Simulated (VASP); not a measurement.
# In2O3 (R-3c) in VASP: notebook

The runs below take In2O3 through single point, with PBE.

Everything below comes from runs of VASP 6.6.1. Logs are shortened: lines on timing, memory, paths and dates and some standing lists are left out, and cuts for length are marked.

### 1 The cell of the first run

The structure is trigonal, space group R-3c (No. 167). Conventional cell: a = 5.508 Å, b = 5.508 Å, c = 14.563 Å, α = 90.00°, β = 90.00°, γ = 120.00°. In (site symmetry 3) has 6 O at 2.13 to 2.26 Å within 2.8 Å. O (site symmetry 2) has 4 In at 2.13 to 2.26 Å and 8 O at 2.83 to 3.11 Å within 3.2 Å.

### 2 Single point, PBE

The input, INCAR:

```
ALGO = Normal
EDIFF = 1E-6
ENCUT = 520
GGA = PE
ISIF = 2
ISMEAR = -1
LASPH = True
LCHARG = True
LELF = True
LREAL = False
LVHAR = True
LWAVE = False
NBANDS = 55
NELM = 80
PREC = Accurate
SIGMA = 0.02
```

The input, KPOINTS:

```
k-points
0
Gamma
  6 6 6
```

The input, POSCAR:

```
In2O3
1.0
    2.7538210395      1.5899193185      4.8543401699
   -2.7538210395      1.5899193185      4.8543401699
    0.0000000000     -3.1798386370      4.8543401699
In O
4 6
Direct
    0.8570396725      0.8570396725      0.8570396725
    0.3570396725      0.3570396725      0.3570396725
    0.1429603275      0.1429603275      0.1429603275
    0.6429603275      0.6429603275      0.6429603275
    0.4533861654      0.0466138346      0.7500000000
    0.0466138346      0.7500000000      0.4533861654
    0.5466138346      0.9533861654      0.2500000000
    0.2500000000      0.5466138346      0.9533861654
    0.9533861654      0.2500000000      0.5466138346
    0.7500000000      0.4533861654      0.0466138346
```

Potentials or basis: VASP PAW PBE potentials, release 64 (In_d, O).

Command:

```console
$ cat potpaw_PBE.64/In_d/POTCAR potpaw_PBE.64/O/POTCAR > POTCAR
$ mpirun -np 1 vasp_std > vasp.out
```

OUTCAR:

```text
EDIFF = 1E-6
   ENCUT = 520
   GGA = PE
   ISIF = 2
   ISMEAR = -1
   LASPH = True
   LREAL = False
   NELM = 80
   PREC = Accurate

 ion  position               nearest neighbor table
   1  0.857  0.857  0.857-   8 2.13   7 2.13   9 2.13   5 2.26   6 2.26  10 2.26   4 3.12   3 3.25
                             3 3.25   3 3.25   4 3.62   4 3.62   4 3.62   2 4.00   2 4.00   2 4.00
   2  0.357  0.357  0.357-   6 2.13   5 2.13  10 2.13   7 2.26   9 2.26   8 2.26   3 3.12   4 3.25
                             4 3.25   4 3.25   3 3.62   3 3.62   3 3.62   1 4.00   1 4.00   1 4.00
   3  0.143  0.143  0.143-  10 2.13   5 2.13   6 2.13   7 2.26   9 2.26   8 2.26   2 3.12   1 3.25
                             1 3.25   1 3.25   2 3.62   2 3.62   2 3.62   4 4.00   4 4.00   4 4.00
   4  0.643  0.643  0.643-   9 2.13   7 2.13   8 2.13   5 2.26   6 2.26  10 2.26   1 3.12   2 3.25
                             2 3.25   2 3.25   1 3.62   1 3.62   1 3.62   3 4.00   3 4.00   3 4.00
   5  0.453  0.047  0.750-   2 2.13   3 2.13   1 2.26   4 2.26
   6  0.047  0.750  0.453-   2 2.13   3 2.13   1 2.26   4 2.26
   7  0.547  0.953  0.250-   1 2.13   4 2.13   3 2.26   2 2.26
   8  0.250  0.547  0.953-   1 2.13   4 2.13   3 2.26   2 2.26
   9  0.953  0.250  0.547-   4 2.13   1 2.13   3 2.26   2 2.26
  10  0.750  0.453  0.047-   3 2.13   2 2.13   1 2.26   4 2.26

  LATTYP: Found a trigonal (rhomboedric) cell.
 ALAT       =     5.8031019500
 COS(alpha) =     0.5496180030

  Lattice vectors:

 A1 = (   2.7538210395,   1.5899193185,   4.8543401699)
 A2 = (  -2.7538210395,   1.5899193185,   4.8543401699)
 A3 = (   0.0000000000,  -3.1798386370,   4.8543401699)

Analysis of symmetry for initial positions (statically):
=====================================================================
 Subroutine PRICEL returns:
 Original cell was already a primitive cell.

 Routine SETGRP: Setting up the symmetry group for a
 trigonal (rhombohedral) supercell.

 Subroutine GETGRP returns: Found 12 space group operations
 (whereof  6 operations were pure point group operations)
 out of a pool of 12 trial point group operations.

The static configuration has the point symmetry S_6 .
 The point group associated with its full space group is D_3d.

Analysis of symmetry for dynamics (positions and initial velocities):
=====================================================================
 Subroutine PRICEL returns:
 Original cell was already a primitive cell.

 Routine SETGRP: Setting up the symmetry group for a
 trigonal (rhombohedral) supercell.

 Subroutine GETGRP returns: Found 12 space group operations
 (whereof  6 operations were pure point group operations)
 out of a pool of 12 trial point group operations.

The dynamic configuration has the point symmetry S_6 .
 The point group associated with its full space group is D_3d.

 Subroutine INISYM returns: Found 12 space group operations
 (whereof  6 operations are pure point group operations),
 and found     1 'primitive' translations

----------------------------------------------------------------------------------------

                                     Primitive cell

  volume of cell :     127.5241

  direct lattice vectors                    reciprocal lattice vectors
     2.753821040  1.589919319  4.854340170     0.181565902  0.104827122  0.068667074
    -2.753821040  1.589919319  4.854340170    -0.181565902  0.104827122  0.068667074
     0.000000000 -3.179838637  4.854340170     0.000000000 -0.209654244  0.068667074

  length of vectors
     5.803101950  5.803101950  5.803101950     0.220612940  0.220612940  0.220612940

  position of ions in fractional coordinates (direct lattice)
     0.857039673  0.857039673  0.857039673
     0.357039673  0.357039673  0.357039673
     0.142960327  0.142960327  0.142960327
     0.642960327  0.642960327  0.642960327
     0.453386165  0.046613835  0.750000000
     0.046613835  0.750000000  0.453386165
     0.546613835  0.953386165  0.250000000
     0.250000000  0.546613835  0.953386165
     0.953386165  0.250000000  0.546613835
     0.750000000  0.453386165  0.046613835

  ion indices of the primitive-cell ions
   primitive index   ion index
                 1           1
                 2           2
                 3           3
                 4           4
                 5           5
                 6           6
                 7           7
                 8           8
                 9           9
                10          10

----------------------------------------------------------------------------------------

 KPOINTS: k-points

Automatic generation of k-mesh.
 Grid dimensions read from file:
 generate k-points for:    6    6    6

 Generating k-lattice:

  Cartesian coordinates                     Fractional coordinates (reciprocal lattice)
     0.030260984  0.017471187  0.011444512     0.166666667  0.000000000 -0.000000000
    -0.030260984  0.017471187  0.011444512     0.000000000  0.166666667 -0.000000000
     0.000000000 -0.034942374  0.011444512    -0.000000000 -0.000000000  0.166666667

  Length of vectors
     0.036768823  0.036768823  0.036768823

  Shift w.r.t. Gamma in fractional coordinates (k-lattice)
     0.000000000  0.000000000  0.000000000

 Subroutine IBZKPT returns following result:
 ===========================================

 Found     32 irreducible k-points:

 Following reciprocal coordinates:
            Coordinates               Weight
  0.000000  0.000000  0.000000      1.000000
  0.166667  0.000000 -0.000000      6.000000
  0.333333  0.000000  0.000000      6.000000
  0.500000  0.000000  0.000000      3.000000
  0.166667  0.166667 -0.000000      6.000000
  0.333333  0.166667  0.000000     12.000000
[... 16 lines left out ...]
  0.500000  0.500000  0.166667      6.000000
 -0.333333  0.500000  0.166667     12.000000
 [... further k-points ...]
   k-points           NKPTS =     32   k-points in BZ     NKDIM =     32   number of bands    NBANDS=     55
   number of dos      NEDOS =    301   number of ions     NIONS =     10
   total plane-waves  NPLWV = 110592
   dimension x,y,z NGX =    48 NGY =   48 NGZ =   48
   dimension x,y,z NGXF=    96 NGYF=   96 NGZF=   96
   ions per type =               4   6
   NGX,Y,Z   is equivalent  to a cutoff of  13.75, 13.75, 13.75 a.u.
   NGXF,Y,Z  is equivalent  to a cutoff of  27.50, 27.50, 27.50 a.u.
 SYSTEM =  unknown system
   PREC   = accura    normal or accurate (medium, high low for compatibility)
   ISTART =      0    job   : 0-new  1-cont  2-samecut
   ICHARG =      2    charge: 1-file 2-atom 10-const
   ISPIN  =      1    spin polarized calculation?
   LNONCOLLINEAR =      F non collinear calculations
   LSORBIT =      F    spin-orbit coupling
   LASPH  =      T    aspherical Exc in radial PAW
   ENCUT  =  520.0 eV  38.22 Ry    6.18 a.u.  10.79 10.79 10.79*2*pi/ulx,y,z
   NELM   =     80;   NELMIN=  2; NELMDL= -5     # of ELM steps
   EDIFF  = 0.1E-05   stopping-criterion for ELM
   LREAL  =      F    real-space projection
   EDIFFG = 0.1E-04   stopping-criterion for IOM
   NSW    =      0    number of steps for IOM
   IBRION =     -1    ionic relax: 0-MD 1-quasi-New 2-CG
   NFREE  =      0    steps in history (QN), initial steepest desc. (CG)
   ISIF   =      2    stress and relaxation
   ISYM   =      2    0-nonsym 1-usesym 2-fastsym
   POTIM  = 0.5000    time-step for ionic-motion
   TEBEG  =    0.0;   TEEND  =   0.0 temperature during run
   PSTRESS=    0.0 pullay stress
   NELECT =      88.0000    total number of electrons
   NUPDOWN=      -1.0000    fix difference up-down
   EMIN   =  10.00;   EMAX   =-10.00  energy-range for DOS
   EFERMI =   0.00;   METHOD = LEGACY
   ISMEAR =    -1;   SIGMA  =   0.02  broadening in eV -4-tet -1-fermi 0-gaus
   EFERMI_NEDOS =   21; number of points for ismear=-14 and -15
   IALGO  =     38    algorithm
   IMIX   =      4    mixing-type and parameters
     AMIX     =   0.40;   BMIX     =  1.00
     AMIX_MAG =   1.60;   BMIX_MAG =  1.00
  volume/ion in A,a.u.               =      12.75        86.06
  Fermi-wavevector in a.u.,A,eV,Ry     =   1.446677  2.733823 28.475292  2.092875
  Thomas-Fermi vector in A             =   2.564719
   LORBIT       =      0    0 simple, 1 ext, 2 COOP (PROOUT), +10 PAW based schemes
   GGA     = PE    functional components
   LHFCALC =     F    Hartree Fock is set to
   AEXX    =    0.0000 exact exchange contribution
   IVDW    =     0    specifies the selected vdW correction
   LEPSILON=     F    determine dielectric tensor
   LRPA    =     F    only Hartree local field effects (RPA)
 non-spin polarized calculation
  energy-cutoff  :      520.00
  volume of cell :      127.52
 maximum number of plane-waves:      3451
 NGX is ok and might be reduce to    48
   NGX = 21   NGY = 21   NGZ = 21

 number of electron      88.0000008 magnetization

 Free energy of the ion-electron system (eV)
  ---------------------------------------------------
  ext. energy  EPLUGINS =         0.00000000
  ---------------------------------------------------
  free energy    TOTEN  =       -55.36155045 eV

  energy without entropy =      -55.36155045  energy(sigma->0) =      -55.36155045

 E-fermi :   6.0156     XC(G=0): -11.1744

 val. band max:        5.4961436215   @ k =   0.3333   0.0000   0.0000
 cond. band min:       6.7139755230   @ k =   0.0000   0.0000   0.0000
 fundamental gap:      1.2178319015
 Fermi energy:         6.0156157479

 k-point     1 :       0.0000    0.0000    0.0000
  band No.  band energies     occupation
      1     -12.0838      2.00000
      2     -11.2123      2.00000
      3     -11.2123      2.00000
      4     -10.9980      2.00000
      5     -10.9980      2.00000
      6     -10.9112      2.00000
[... 47 lines left out ...]
     54      15.3675      0.00000
[... 1333 lines left out ...]
     54      16.0740      0.00000
     55      16.7283      0.00000

 [... further k-points ...]

------------------------ aborting loop because EDIFF is reached ----------------------------------------

  FORCE on cell =-STRESS in cart. coord.  units (eV):
  Direction    XX          YY          ZZ          XY          YZ          ZX
  --------------------------------------------------------------------------------------
  -------------------------------------------------------------------------------------
  Total        5.6611037      5.6611037      5.0365736     -0.0000000     -0.0000000      0.0000000
  in kB       71.1245340     71.1245340     63.2781118     -0.0000000     -0.0000000      0.0000000
  external PRESSURE =      68.5090599 kB  Pullay stress =       0.0000000 kB

 VOLUME and BASIS-vectors are now :
 -----------------------------------------------------------------------------
  energy-cutoff  :      520.00
  volume of cell :      127.52
      direct lattice vectors                 reciprocal lattice vectors
     2.753821040  1.589919319  4.854340170     0.181565902  0.104827122  0.068667074
    -2.753821040  1.589919319  4.854340170    -0.181565902  0.104827122  0.068667074
     0.000000000 -3.179838637  4.854340170     0.000000000 -0.209654244  0.068667074

 POSITION                                       TOTAL-FORCE (eV/Angst)
 -----------------------------------------------------------------------------------
      0.00000      0.00000     12.48109        -0.000000      0.000000      0.096305
      0.00000      0.00000      5.19958        -0.000000      0.000000      0.096305
      0.00000      0.00000      2.08193        -0.000000      0.000000     -0.096305
      0.00000      0.00000      9.36344        -0.000000      0.000000     -0.096305
      1.12018     -1.58992      6.06793         0.007002      0.000000      0.000000
     -1.93700     -0.17514      6.06793        -0.003501     -0.006064      0.000000
     -1.12018      1.58992      8.49510        -0.007002      0.000000      0.000000
     -0.81682     -1.76506      8.49510         0.003501     -0.006064      0.000000
      1.93700      0.17514      8.49510         0.003501      0.006064      0.000000
      0.81682      1.76506      6.06793        -0.003501      0.006064      0.000000
 -----------------------------------------------------------------------------------
    total drift:                               -0.000000      0.000000     -0.000000

  FREE ENERGIE OF THE ION-ELECTRON SYSTEM (eV)
  ---------------------------------------------------
  free  energy   TOTEN  =       -55.3615504508 eV

  energy  without entropy=      -55.3615504508  energy(sigma->0) =      -55.36155045
```

Run time: 3.8 min. Hardware: 1 thread of Intel Xeon Platinum 8559C (Emerald Rapids), shared host; peak memory 0.38 GiB.

What came out:

| Item | Value |
| --- | --- |
| Free energy | -55.3616 eV |
| Pressure | 6.9 GPa |
| Largest force | 0.096 eV/Å |
| Band gap on the k mesh | 1.22 eV (least direct gap 1.26 eV) |

Forces on the atoms (eV/Å):
```
In   0.000  0.000  0.096
In   0.000  0.000  0.096
In   0.000  0.000 -0.096
In   0.000  0.000 -0.096
O    0.007  0.000  0.000
O   -0.004 -0.006  0.000
O   -0.007  0.000  0.000
O    0.004 -0.006  0.000
O    0.004  0.006  0.000
O   -0.004  0.006  0.000
```

Levels at points of the mesh, in eV from the valence-band top:
```csv
k point,band 41,band 42,band 43,band 44,band 45,band 46,band 47,band 48
"(0.00, 0.00, 0.00)",-0.26,-0.26,-0.05,-0.05,1.22,5.51,6.19,7.24
"(0.50, 0.00, 0.00)",-0.73,-0.73,-0.06,-0.06,4.90,4.90,5.84,5.84
"(0.50, 0.50, 0.00)",-0.54,-0.33,-0.08,-0.04,5.12,5.47,6.40,6.50
"(0.50, 0.50, 0.50)",-0.19,-0.19,-0.19,-0.19,4.35,4.35,7.10,7.10
```

Caveat: the cell stands under pressure; spin-orbit coupling is left out, which moves the levels of the heavy elements. A k mesh can miss the band edges.

### 3 Single point, PBE (epitaxial xy strain +1.0%)

The input, INCAR:

```
ALGO = Normal
EDIFF = 1E-6
ENCUT = 520
GGA = PE
ISIF = 2
ISMEAR = -1
LASPH = True
LCHARG = False
LREAL = False
LWAVE = False
NBANDS = 55
NELM = 100
PREC = Accurate
SIGMA = 0.02
```

KPOINTS is that of step 2.

The input, POSCAR:

```
In2O3
1.0
    2.7813592499      1.6058185116      4.8041744946
   -2.7813592499      1.6058185116      4.8041744946
    0.0000000000     -3.2116370233      4.8041744946
In O
4 6
Direct
    0.8578524499      0.8578524499      0.8578524499
    0.3578524499      0.3578524499      0.3578524499
    0.1421475501      0.1421475501      0.1421475501
    0.6421475501      0.6421475501      0.6421475501
    0.4535314634      0.0464685366      0.7500000000
    0.0464685366      0.7500000000      0.4535314634
    0.5464685366      0.9535314634      0.2500000000
    0.2500000000      0.5464685366      0.9535314634
    0.9535314634      0.2500000000      0.5464685366
    0.7500000000      0.4535314634      0.0464685366
```

Potentials or basis: VASP PAW PBE potentials, release 64 (In_d, O).

Command:

```console
$ cat potpaw_PBE.64/In_d/POTCAR potpaw_PBE.64/O/POTCAR > POTCAR
$ mpirun -np 1 vasp_std > vasp.out
```

It took 3.3 min on 1 thread of Intel Xeon Platinum 8559C (Emerald Rapids), shared host; peak memory 0.39 GiB.

The run converged. Its results:

```yaml
Free_energy: -55.4036 eV
Pressure: 4.6 GPa
Largest_force: 0.101 eV/Å
Band_gap_on_the_k_mesh: 1.11 eV (least direct gap 1.21 eV)
```

Forces in eV/Å, atoms in the order of the input:
```
In   0.000  0.000  0.101
In   0.000  0.000  0.101
In   0.000  0.000 -0.101
In   0.000  0.000 -0.101
O    0.004  0.000  0.000
O   -0.002 -0.004  0.000
O   -0.004  0.000  0.000
O    0.002 -0.004  0.000
O    0.002  0.004  0.000
O   -0.002  0.004  0.000
```

Stress tensor (GPa, compression positive):
```
3.91 0.00 0.00
0.00 3.91 0.00
0.00 0.00 6.10
```

Levels at points of the mesh, in eV from the valence-band top:
| k point | band 40 | band 41 | band 42 | band 43 | band 44 | band 45 | band 46 | band 47 | band 48 | band 49 |
| --- | --- | --- | --- | --- | --- | --- | --- | --- | --- | --- |
| (0.00, 0.00, 0.00) | -0.36 | -0.26 | -0.26 | -0.10 | -0.10 | 1.11 | 5.39 | 6.09 | 6.98 | 9.03 |
| (0.50, 0.00, 0.00) | -0.91 | -0.70 | -0.70 | -0.06 | -0.06 | 4.79 | 4.79 | 5.72 | 5.72 | 8.25 |
| (0.50, 0.50, 0.00) | -0.86 | -0.57 | -0.33 | -0.09 | -0.05 | 5.03 | 5.31 | 6.27 | 6.28 | 7.26 |
| (0.50, 0.50, 0.50) | -1.07 | -0.23 | -0.23 | -0.23 | -0.23 | 4.26 | 4.26 | 6.94 | 6.94 | 8.15 |

Caveat: the cell differs from its parent crystal (epitaxial xy strain +1.0%); the cell stands under pressure; spin-orbit coupling is left out, which moves the levels of the heavy elements.

### 4 Single point, PBE (epitaxial xy strain +2.0%)

The input, INCAR:

```
SYSTEM = In2O3
PREC = Accurate ; ENCUT = 520
EDIFF = 1E-6 ; ISMEAR = -1
SIGMA = 0.02 ; LREAL = .FALSE.
LASPH = .TRUE. ; NELM = 100
ALGO = Normal ; ISIF = 2
LWAVE = .FALSE. ; LCHARG = .TRUE.
GGA = PE ; LELF = .TRUE.
LVHAR = .TRUE. ; NBANDS = 55
```

The input, KPOINTS:

```
regular mesh
0
G
  6 6 6
  0 0 0
```

The input, POSCAR:

```
In2O3
1.0
    2.8088974603      1.6217177048      4.7572533666
   -2.8088974603      1.6217177048      4.7572533666
    0.0000000000     -3.2434354097      4.7572533665
In O
4 6
Direct
    0.8585944743      0.8585944743      0.8585944743
    0.3585944743      0.3585944743      0.3585944743
    0.1414055257      0.1414055257      0.1414055257
    0.6414055257      0.6414055257      0.6414055257
    0.4535694812      0.0464305188      0.7500000000
    0.0464305188      0.7500000000      0.4535694812
    0.5464305188      0.9535694812      0.2500000000
    0.2500000000      0.5464305188      0.9535694812
    0.9535694812      0.2500000000      0.5464305188
    0.7500000000      0.4535694812      0.0464305188
```

Command:

```console
$ cat potpaw_PBE.64/In_d/POTCAR potpaw_PBE.64/O/POTCAR > POTCAR
$ mpirun -np 1 vasp_std > vasp.out
```

Wall time 3 min (1 thread of Intel Xeon Platinum 8559C (Emerald Rapids), shared host); peak memory 0.38 GiB.

The run converged. Its results:

```yaml
Free_energy: -55.3997 eV
Pressure: 2.5 GPa
Largest_force: 0.105 eV/Å
Band_gap_on_the_k_mesh: 0.99 eV (least direct gap 1.14 eV)
```

Forces on the atoms (eV/Å):
```
In   0.000  0.000  0.105
In   0.000  0.000  0.105
In   0.000  0.000 -0.105
In   0.000  0.000 -0.105
O    0.001  0.000  0.000
O   -0.001 -0.001  0.000
O   -0.001  0.000  0.000
O    0.001 -0.001  0.000
O    0.001  0.001  0.000
O   -0.001  0.001  0.000
```

Stress tensor (GPa, compression positive):
```
0.79 0.00 0.00
0.00 0.79 0.00
0.00 0.00 5.83
```

Levels at points of the mesh, in eV from the valence-band top:
| k point | band 40 | band 41 | band 42 | band 43 | band 44 | band 45 | band 46 | band 47 | band 48 | band 49 |
| --- | --- | --- | --- | --- | --- | --- | --- | --- | --- | --- |
| (0.00, 0.00, 0.00) | -0.34 | -0.25 | -0.25 | -0.15 | -0.15 | 0.99 | 5.29 | 5.99 | 6.72 | 8.83 |
| (0.50, 0.00, 0.00) | -0.94 | -0.67 | -0.67 | -0.06 | -0.06 | 4.65 | 4.65 | 5.60 | 5.60 | 8.09 |
| (0.50, 0.50, 0.00) | -0.89 | -0.59 | -0.32 | -0.10 | -0.05 | 4.93 | 5.15 | 6.07 | 6.13 | 7.19 |
| (0.50, 0.50, 0.50) | -1.06 | -0.27 | -0.27 | -0.27 | -0.27 | 4.16 | 4.16 | 6.76 | 6.76 | 8.01 |

Caveat: the cell differs from its parent crystal (epitaxial xy strain +2.0%); spin-orbit coupling is left out, which moves the levels of the heavy elements. A k mesh can miss the band edges.

### 5 Summary

```tsv
cell	gap on the mesh (eV)	pressure (GPa)	largest force (eV/Å)
a = 5.803 Å, angles 56.7°, 10 atoms, atomic positions A	1.22	6.9	0.10
a = 5.779 Å, angles 57.5°, 10 atoms, atomic positions B	1.11	4.6	0.10
a = 5.758 Å, angles 58.4°, 10 atoms, atomic positions C	0.99	2.5	0.11
```

Alike in all rows: task single point; level PBE; potentials or basis VASP PAW PBE potentials, release 64 (In_d, O); no spin polarisation; k mesh 6 × 6 × 6; cutoff (eV) 520; smearing fermi-dirac 0.02 eV.

Caveats: spin-orbit coupling is left out, which moves the levels of the heavy elements; the cell stands under pressure (at least some runs).

Absolute energies hang on the potentials; compare differences alone.
